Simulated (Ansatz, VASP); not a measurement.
**Hf: VASP beside Ansatz**

```
Hf
1.0
     0.00000    2.23876    2.23876
     2.23876    0.00000    2.23876
     2.23876    2.23876    0.00000
Hf
1
Direct
  0.00000 0.00000 0.00000
```

Alike in both runs: task single point; functional PBEsol; k mesh 14 × 14 × 14; occupations fermi-dirac, width 0.1 eV; no spin polarisation.

```csv
,VASP,Ansatz
version,VASP 6.6.1,Ansatz 0.2.0
potentials or method,"VASP PAW PBE potentials, release 64 (Hf_pv), cutoff 520 eV","plane waves (420 eV) with PAW, scalar-relativistic"
valence electrons in the cell,10,26
```

Ansatz gave:

```
pressure (GPa) : -3.8
```

Problem. What did VASP give for the same quantities?

Solution. Pressure (GPa): -4.2.

VASP's potentials were made for PBE, not for PBEsol, and Ansatz warns of the same on its side. VASP's potentials hold 10 valence electrons a cell and Ansatz's 26, so a difference there can come from the potentials and not from the codes.

Neither program's run includes spin-orbit coupling.
